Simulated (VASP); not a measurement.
# Te (P6_3/mmc) in VASP: a series of runs

Runs on Te. Level: PBEsol. Tasks: relaxation of shape and atoms at fixed volume.

Everything below comes from runs of VASP 6.6.1. Logs are shortened: lines on timing, memory, paths and dates and some standing lists are left out, and cuts for length are marked.

### Step 1. The cell of the first run

The structure is hexagonal, space group P6_3/mmc (No. 194). The conventional cell has a = 3.322 Å, b = 3.322 Å, c = 3.703 Å, α = 90.00°, β = 90.00°, γ = 120.00°. Te (site symmetry -6m2) has 12 Te at 2.67 to 3.32 Å within 3.5 Å.

### Step 2. Relaxation of shape and atoms at fixed volume, PBEsol

The input, INCAR:

```
SYSTEM = Te
  ALGO = Normal
  EDIFF = 1E-6
  EDIFFG = -0.005
  ENCUT = 600
  GGA = PS
  IBRION = 2
  ISIF = 4
  ISMEAR = -1
  LASPH = .True.
  LCHARG = .False.
  LREAL = .False.
  LWAVE = .False.
  NELM = 100
  NSW = 50
  PREC = Accurate
  SIGMA = 0.08
```

The input, KPOINTS:

```
k-points
0
Gamma
  14 14 8
  0 0 0
```

The input, POSCAR:

```
Te
1.0
    3.3221768147      0.0000000000      0.0000000000
   -1.6610884074      2.8770895174      0.0000000000
    0.0000000000      0.0000000000      3.7025359699
Te
2
Direct
    0.3333333333      0.6666666667      0.2500000000
    0.6666666667      0.3333333333      0.7500000000
```

Potentials or basis: VASP PAW PBE potentials, release 64 (Te).

Run with:

```sh
$ cat potpaw_PBE.64/Te/POTCAR > POTCAR
$ mpirun -np 1 vasp_std > vasp.out
```

OUTCAR:

```text
SYSTEM = Te
   EDIFF = 1E-6
   EDIFFG = -0.005
   ENCUT = 600
   GGA = PS
   IBRION = 2
   ISIF = 4
   ISMEAR = -1
   LASPH = .True.
   LREAL = .False.
   NELM = 100
   NSW = 50
   PREC = Accurate

 ion  position               nearest neighbor table
   1  0.333  0.667  0.250-   2 2.67   2 2.67   2 2.67   2 2.67   2 2.67   2 2.67
   2  0.667  0.333  0.750-   1 2.67   1 2.67   1 2.67   1 2.67   1 2.67   1 2.67

  LATTYP: Found a hexagonal cell.
 ALAT       =     3.3221768147
 C/A-ratio  =     1.1144909427

  Lattice vectors:

 A1 = (   3.3221768147,   0.0000000000,   0.0000000000)
 A2 = (  -1.6610884074,   2.8770895174,   0.0000000000)
 A3 = (   0.0000000000,   0.0000000000,   3.7025359699)

Analysis of symmetry for initial positions (statically):
=====================================================================
 Subroutine PRICEL returns:
 Original cell was already a primitive cell.

 Routine SETGRP: Setting up the symmetry group for a
 hexagonal supercell.

 Subroutine GETGRP returns: Found 24 space group operations
 (whereof 12 operations were pure point group operations)
 out of a pool of 24 trial point group operations.

The static configuration has the point symmetry D_3d.
 The point group associated with its full space group is D_6h.

Analysis of symmetry for dynamics (positions and initial velocities):
=====================================================================
 Subroutine PRICEL returns:
 Original cell was already a primitive cell.

 Routine SETGRP: Setting up the symmetry group for a
 hexagonal supercell.

 Subroutine GETGRP returns: Found 24 space group operations
 (whereof 12 operations were pure point group operations)
 out of a pool of 24 trial point group operations.

The dynamic configuration has the point symmetry D_3d.
 The point group associated with its full space group is D_6h.

 Subroutine INISYM returns: Found 24 space group operations
 (whereof 12 operations are pure point group operations),
 and found     1 'primitive' translations

----------------------------------------------------------------------------------------

                                     Primitive cell

  volume of cell :      35.3896

  direct lattice vectors                    reciprocal lattice vectors
     3.322176815  0.000000000  0.000000000     0.301007459  0.173786737  0.000000000
    -1.661088407  2.877089517  0.000000000     0.000000000  0.347573474  0.000000000
     0.000000000  0.000000000  3.702535970     0.000000000  0.000000000  0.270085155

  length of vectors
     3.322176815  3.322176815  3.702535970     0.347573474  0.347573474  0.270085155

  position of ions in fractional coordinates (direct lattice)
     0.333333333  0.666666667  0.250000000
     0.666666667  0.333333333  0.750000000

  ion indices of the primitive-cell ions
   primitive index   ion index
                 1           1
                 2           2

----------------------------------------------------------------------------------------

 KPOINTS: k-points

Automatic generation of k-mesh.
 Grid dimensions read from file:
 generate k-points for:   14   14    8

 Generating k-lattice:

  Cartesian coordinates                     Fractional coordinates (reciprocal lattice)
     0.021500533  0.012413338  0.000000000     0.071428571  0.000000000  0.000000000
     0.000000000  0.024826677  0.000000000     0.000000000  0.071428571  0.000000000
     0.000000000  0.000000000  0.033760644     0.000000000  0.000000000  0.125000000

  Length of vectors
     0.024826677  0.024826677  0.033760644

  Shift w.r.t. Gamma in fractional coordinates (k-lattice)
     0.000000000  0.000000000  0.000000000

 Subroutine IBZKPT returns following result:
 ===========================================

 Found    120 irreducible k-points:

 Following reciprocal coordinates:
            Coordinates               Weight
  0.000000  0.000000  0.000000      1.000000
  0.071429  0.000000  0.000000      6.000000
  0.142857  0.000000  0.000000      6.000000
  0.214286  0.000000  0.000000      6.000000
  0.285714  0.000000  0.000000      6.000000
  0.357143  0.000000  0.000000      6.000000
[... 16 lines left out ...]
  0.285714  0.285714  0.000000      6.000000
  0.357143  0.285714  0.000000      6.000000
 [... further k-points ...]
   k-points           NKPTS =    120   k-points in BZ     NKDIM =    120   number of bands    NBANDS=     10
   number of dos      NEDOS =    301   number of ions     NIONS =      2
   total plane-waves  NPLWV =  23520
   dimension x,y,z NGX =    28 NGY =   28 NGZ =   30
   dimension x,y,z NGXF=    56 NGYF=   56 NGZF=   60
   ions per type =               2
   NGX,Y,Z   is equivalent  to a cutoff of  14.01, 14.01, 13.47 a.u.
   NGXF,Y,Z  is equivalent  to a cutoff of  28.02, 28.02, 26.94 a.u.
 SYSTEM =  Te
   PREC   = accura    normal or accurate (medium, high low for compatibility)
   ISTART =      0    job   : 0-new  1-cont  2-samecut
   ICHARG =      2    charge: 1-file 2-atom 10-const
   ISPIN  =      1    spin polarized calculation?
   LNONCOLLINEAR =      F non collinear calculations
   LSORBIT =      F    spin-orbit coupling
   LASPH  =      T    aspherical Exc in radial PAW
   ENCUT  =  600.0 eV  44.10 Ry    6.64 a.u.   6.64  6.64  7.39*2*pi/ulx,y,z
   NELM   =    100;   NELMIN=  2; NELMDL= -5     # of ELM steps
   EDIFF  = 0.1E-05   stopping-criterion for ELM
   LREAL  =      F    real-space projection
   EDIFFG = -.5E-02   stopping-criterion for IOM
   NSW    =     50    number of steps for IOM
   IBRION =      2    ionic relax: 0-MD 1-quasi-New 2-CG
   NFREE  =      1    steps in history (QN), initial steepest desc. (CG)
   ISIF   =      4    stress and relaxation
   ISYM   =      2    0-nonsym 1-usesym 2-fastsym
   POTIM  = 0.5000    time-step for ionic-motion
   TEBEG  =    0.0;   TEEND  =   0.0 temperature during run
   PSTRESS=    0.0 pullay stress
   NELECT =      12.0000    total number of electrons
   NUPDOWN=      -1.0000    fix difference up-down
   EMIN   =  10.00;   EMAX   =-10.00  energy-range for DOS
   EFERMI =   0.00;   METHOD = LEGACY
   ISMEAR =    -1;   SIGMA  =   0.08  broadening in eV -4-tet -1-fermi 0-gaus
   EFERMI_NEDOS =   21; number of points for ismear=-14 and -15
   IALGO  =     38    algorithm
   IMIX   =      4    mixing-type and parameters
     AMIX     =   0.40;   BMIX     =  1.00
     AMIX_MAG =   1.60;   BMIX_MAG =  1.00
  volume/ion in A,a.u.               =      17.69       119.41
  Fermi-wavevector in a.u.,A,eV,Ry     =   1.141590  2.157292 17.731486  1.303227
  Thomas-Fermi vector in A             =   2.278290
   LORBIT       =      0    0 simple, 1 ext, 2 COOP (PROOUT), +10 PAW based schemes
   GGA     = PS    functional components
   LHFCALC =     F    Hartree Fock is set to
   AEXX    =    0.0000 exact exchange contribution
   IVDW    =     0    specifies the selected vdW correction
   LEPSILON=     F    determine dielectric tensor
   LRPA    =     F    only Hartree local field effects (RPA)
 conjugate gradient relaxation of ions
 non-spin polarized calculation
  energy-cutoff  :      600.00
  volume of cell :       35.39
 maximum number of plane-waves:      1215
 NGX is ok and might be reduce to    28
   NGX = 13   NGY = 13   NGZ = 15

--------------------------------------- Ionic step        1  -------------------------------------------

 number of electron      12.0000000 magnetization

 Free energy of the ion-electron system (eV)
  ---------------------------------------------------
  ext. energy  EPLUGINS =         0.00000000
  ---------------------------------------------------
  free energy    TOTEN  =        -2.35548644 eV

  energy without entropy =       -2.33932381  energy(sigma->0) =       -2.34740513

------------------------ aborting loop because EDIFF is reached ----------------------------------------

  FORCE on cell =-STRESS in cart. coord.  units (eV):
  Direction    XX          YY          ZZ          XY          YZ          ZX
  --------------------------------------------------------------------------------------
  -------------------------------------------------------------------------------------
  Total       17.4960992     17.4960992     28.9542097     -0.0000000      0.0000000      0.0000000
  in kB      792.0934315    792.0934315   1310.8315735     -0.0000000      0.0000000      0.0000000
  external PRESSURE =     965.0061455 kB  Pullay stress =       0.0000000 kB
[... 89 lines left out ...]
  FREE ENERGIE OF THE ION-ELECTRON SYSTEM (eV)
  ---------------------------------------------------
  free  energy   TOTEN  =        -3.6815392756 eV

  energy  without entropy=       -3.6627969903  energy(sigma->0) =       -3.67216813

[... ionic steps 4 to 14 ...]

--------------------------------------- Ionic step       15  -------------------------------------------

 number of electron      12.0000001 magnetization

------------------------ aborting loop because EDIFF is reached ----------------------------------------

  FORCE on cell =-STRESS in cart. coord.  units (eV):
  Direction    XX          YY          ZZ          XY          YZ          ZX
  --------------------------------------------------------------------------------------
  -------------------------------------------------------------------------------------
  Total       16.0618887     16.0618887     16.1088303     -0.0000000     -0.0000000     -0.0000000
  in kB      727.1630311    727.1630311    729.2881956     -0.0000001     -0.0000000     -0.0000000
  external PRESSURE =     727.8714192 kB  Pullay stress =       0.0000000 kB
[... 57 lines left out ...]
  energy  without entropy=       -3.6853020980  energy(sigma->0) =       -3.69262569

--------------------------------------- Ionic step       17  -------------------------------------------

 number of electron      12.0000001 magnetization

 Free energy of the ion-electron system (eV)
  ---------------------------------------------------
  ext. energy  EPLUGINS =         0.00000000
  ---------------------------------------------------
  free energy    TOTEN  =        -3.69998938 eV

  energy without entropy =       -3.68560324  energy(sigma->0) =       -3.69279631

 E-fermi :  15.9198     XC(G=0): -12.3858

 val. band max:       15.8575923990   @ k =   0.5000   0.0000   0.3750
 cond. band min:      15.9208215839   @ k =   0.3571   0.0714   0.1250
 fundamental gap:      0.0632291849
 Fermi energy:        15.9197618606

 k-point     1 :       0.0000    0.0000    0.0000
  band No.  band energies     occupation
      1      -3.0763      2.00000
      2       3.8465      2.00000
      3       5.6725      2.00000
      4      18.1060      0.00000
      5      18.1060      0.00000
      6      20.8607      0.00000
      7      20.8607      0.00000
      8      22.9003      0.00000
      9      23.7029      0.00000
     10      23.7839      0.00000
[... 287 lines left out ...]
 k-point    24 :       0.3571    0.2857    0.0000
  band No.  band energies     occupation
      1       3.3385      2.00000
      2       4.1603      2.00000
      3       7.4145      2.00000
      4      11.4451      2.00000
      5      11.8571      2.00000
      6      11.9031      2.00000
      7      12.9243      2.00000
      8      13.5100      2.00000
      9      17.7316      0.00000
     10      26.6812      0.00000

 [... further k-points ...]
[... 5 lines left out ...]
  --------------------------------------------------------------------------------------
  -------------------------------------------------------------------------------------
  Total       16.0735310     16.0735310     16.0736155     -0.0000000     -0.0000000     -0.0000000
  in kB      727.6901073    727.6901073    727.6939303     -0.0000002     -0.0000000     -0.0000000
  external PRESSURE =     727.6913817 kB  Pullay stress =       0.0000000 kB
[... 17 lines left out ...]
  FREE ENERGIE OF THE ION-ELECTRON SYSTEM (eV)
  ---------------------------------------------------
  free  energy   TOTEN  =        -3.6999893809 eV

  energy  without entropy=       -3.6856032383  energy(sigma->0) =       -3.69279631

 reached required accuracy - stopping structural energy minimisation
```

Run time: 2.8 min. Hardware: 1 thread of Intel Xeon Platinum 8375C at 2.90GHz (Ice Lake), shared host; peak memory 0.19 GiB.

What came out:

- Free energy: -3.7000 eV
- Energy gained by relaxing: 672.3 meV/atom
- Ionic steps: 17
- Pressure after relaxing: 72.8 GPa
- Band gap on the k mesh: zero (band 6 reaches 20.86 eV, above the bottom of band 7 at 12.92 eV)

Step by step:
```csv
step,energy change (eV),largest force (eV/Å),pressure (GPa),volume (Å³)
1,0.0000,0.0000,96.50,35.39
2,-1.2905,0.0000,74.74,35.39
3,-1.3261,0.0000,72.12,35.39
4,-1.3443,0.0000,72.69,35.39
5,-1.3443,0.0000,72.85,35.39
6,-1.3443,0.0000,72.85,35.39
7,-1.3443,0.0000,72.84,35.39
8,-1.3443,0.0000,72.84,35.39
9,-1.3443,0.0000,72.84,35.39
10,-1.3443,0.0000,72.84,35.39
11,-1.3444,0.0000,72.83,35.39
12,-1.3444,0.0000,72.83,35.39
13,-1.3444,0.0000,72.82,35.39
14,-1.3444,0.0000,72.81,35.39
15,-1.3445,0.0000,72.79,35.39
16,-1.3445,0.0000,72.74,35.39
17,-1.3445,0.0000,72.77,35.39
```

Final structure:
```cif
data_structure
_symmetry_space_group_name_H-M 'P 1'
_symmetry_Int_Tables_number 1
_cell_length_a 2.9918
_cell_length_b 2.9918
_cell_length_c 4.5653
_cell_angle_alpha 90.000
_cell_angle_beta 90.000
_cell_angle_gamma 120.000
_cell_volume 35.39
loop_
_atom_site_label
_atom_site_type_symbol
_atom_site_fract_x
_atom_site_fract_y
_atom_site_fract_z
_atom_site_occupancy
Te1 Te 0.33333 0.66667 0.25000 1
Te2 Te 0.66667 0.33333 0.75000 1
```

Levels at points of the mesh, in eV from the Fermi level:
```tsv
k point	band 3	band 4	band 5	band 6	band 7	band 8	band 9	band 10
(0.00, 0.00, 0.00)	-10.25	2.19	2.19	4.94	4.94	6.98	7.78	7.86
(0.50, 0.00, 0.00)	-6.53	-5.53	-5.42	-2.64	-2.37	2.49	3.54	6.92
(0.00, 0.00, 0.50)	-1.59	-1.59	3.64	3.64	3.64	3.64	7.78	7.78
(0.50, 0.00, 0.50)	-9.70	-9.70	-0.30	-0.30	1.38	1.38	4.65	4.65
```

Caveat: the PAW data sets were made with another functional, which shifts forces and pressure a little; spin-orbit coupling is left out, which moves the levels of the heavy elements.

(Continued in part 2 of 2.)
